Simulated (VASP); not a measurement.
Here is a VASP 6.6.1 calculation.

The input POSCAR:

```
PbF2
1.0
    0.0000000000      2.9458082836      2.9458082836
    2.9458082836      0.0000000000      2.9458082836
    2.9458082836      2.9458082836      0.0000000000
Pb F
1 2
Direct
    0.0000000000      0.0000000000      0.0000000000
    0.2500000000      0.2500000000      0.2500000000
    0.7500000000      0.7500000000      0.7500000000
```

Contents of INCAR.step1:

```
SYSTEM = PbF2
PREC     = Accurate       ! precision mode
ENCUT    = 520            ! plane-wave cutoff, eV
EDIFF    = 1E-5           ! SCF threshold, eV
ISMEAR   = -1             ! smearing method
SIGMA    = 0.2            ! smearing width, eV
LREAL    = .False.        ! projectors in reciprocal space
LASPH    = .True.         ! aspherical terms in the spheres
NELM     = 80             ! most SCF steps
ALGO     = Normal         ! electronic algorithm
ISIF     = 2              ! what is computed and relaxed
LWAVE    = .True.         ! write WAVECAR
LCHARG   = .False.        ! write CHGCAR
NBANDS   = 21             ! bands
GGA      = PE             ! functional
```

File INCAR.step2:

```
SYSTEM = PbF2
PREC     = Accurate       ! precision mode
ENCUT    = 520            ! plane-wave cutoff, eV
EDIFF    = 1E-7           ! SCF threshold, eV
ISMEAR   = -1             ! smearing method
SIGMA    = 0.2            ! smearing width, eV
LREAL    = .False.        ! projectors in reciprocal space
LASPH    = .True.         ! aspherical terms in the spheres
NELM     = 80             ! most SCF steps
ALGO     = Normal         ! electronic algorithm
ISIF     = 2              ! what is computed and relaxed
LWAVE    = .False.        ! write WAVECAR
LCHARG   = .False.        ! write CHGCAR
GGA      = PE             ! functional
LHFCALC  = .True.         ! exact exchange
HFSCREEN = 0.2079         ! screening, 1/A
PRECFOCK = Normal       
NBANDS   = 21             ! bands
ISTART   = 1
```

The input KPOINTS:

```
regular mesh
0
Gamma
  4 4 4
  0 0 0
```

Potentials or basis: VASP PAW PBE potentials, release 64 (Pb_d, F).

The run is started by

```sh
$ cat potpaw_PBE.64/Pb_d/POTCAR potpaw_PBE.64/F/POTCAR > POTCAR
$ cp INCAR.step1 INCAR
$ mpirun -np 1 vasp_std > vasp.out
$ cp INCAR.step2 INCAR
$ mpirun -np 1 vasp_std > vasp.out
```

Question: Estimate the pressure.

Answer: 2.3 GPa.

Question: Estimate the band gap on the k mesh.

Answer: 5.71 eV (least direct gap 5.84 eV).

Caveat: the k points lie up to 0.46 Å⁻¹ apart; the PAW data sets were made with another functional, which shifts forces and pressure a little; spin-orbit coupling is left out, which moves the levels of the heavy elements. A k mesh can miss the band edges.
